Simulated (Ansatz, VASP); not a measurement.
Te: VASP beside Ansatz

File INCAR:

```
SYSTEM = Te
PREC = Accurate
ENCUT = 520
EDIFF = 1E-6
ISMEAR = -1
SIGMA = 0.08
LREAL = .FALSE.
LASPH = .TRUE.
NELM = 80
ALGO = Normal
ISIF = 2
LWAVE = .FALSE.
LCHARG = .TRUE.
GGA = PE
LELF = .TRUE.
LVHAR = .TRUE.
NBANDS = 16
```

File KPOINTS:

```
Automatic mesh
0
G
  9 9 6
  0 0 0
```

File POSCAR:

```
Te
1.0
    4.4579994587      0.0000000000      0.0000000000
   -2.2289997294      3.8607407813      0.0000000000
    0.0000000000      0.0000000000      5.9250000000
Te
3
Direct
    0.7450000000      0.0000000000      0.3333333333
    0.0000000000      0.7450000000      0.6666666667
    0.2550000000      0.2550000000      0.0000000000
```

Input for Ansatz:

```yaml
crystal:
  lattice:
    - [4.4579994587, 0.0, 0.0]
    - [-2.2289997294, 3.8607407813, 0.0]
    - [0.0, 0.0, 5.925]
  atoms:
    - { symbol: Te, position: [0.745, 0.0, 0.3333333333] }
    - { symbol: Te, position: [0.0, 0.745, 0.6666666667] }
    - { symbol: Te, position: [0.255, 0.255, 0.0] }
kpoints:
  mp_grid: { grid: [9, 9, 6] }
  band_path:
    path:
      - [0.0, 0.0, 0.0]
      - [0.5, 0.0, 0.0]
      - [0.3333333333, 0.3333333333, 0.0]
      - [0.0, 0.0, 0.0]
      - [0.0, 0.0, 0.5]
      - [0.5, 0.0, 0.5]
      - [0.3333333333, 0.3333333333, 0.5]
      - [0.0, 0.0, 0.5]
      - [0.5, 0.0, 0.5]
    npoints: 14
scf:
  occupations: { method: fermi_dirac, width: 0.08 }
hamiltonian:
  xc: pbe
  pseudopotentials: { kind: all_electron, lapw: { basis_error: 0.0005 } }
output:
  forces: true
  stress: true
  eigenvalues: true
  populations: true
  dos: { projected: true, de: 0.2, e_range: [-14, 8] }
```

Alike in both runs: task single point; functional PBE; k mesh 9 × 9 × 6; occupations fermi-dirac, width 0.08 eV; no spin polarisation.

```csv
,VASP,Ansatz
version,VASP 6.6.1,Ansatz 0.2.0
potentials or method,"VASP PAW PBE potentials, release 64 (Te), cutoff 520 eV","all-electron LAPW, scalar-relativistic"
```

```tsv
	VASP	Ansatz	Ansatz less VASP
pressure (GPa)	3.2	3.1	-0.03
traceless stress, the component that is largest in VASP (GPa)	0.77	0.73	-0.043
rms of the force components (eV/Å)	0.367	0.353	-0.0138
```

Atom by atom the forces differ by 0.014 eV/Å (rms over components). Ansatz ran all-electron here, and VASP with PAW potentials.

Spin-orbit coupling is off throughout.
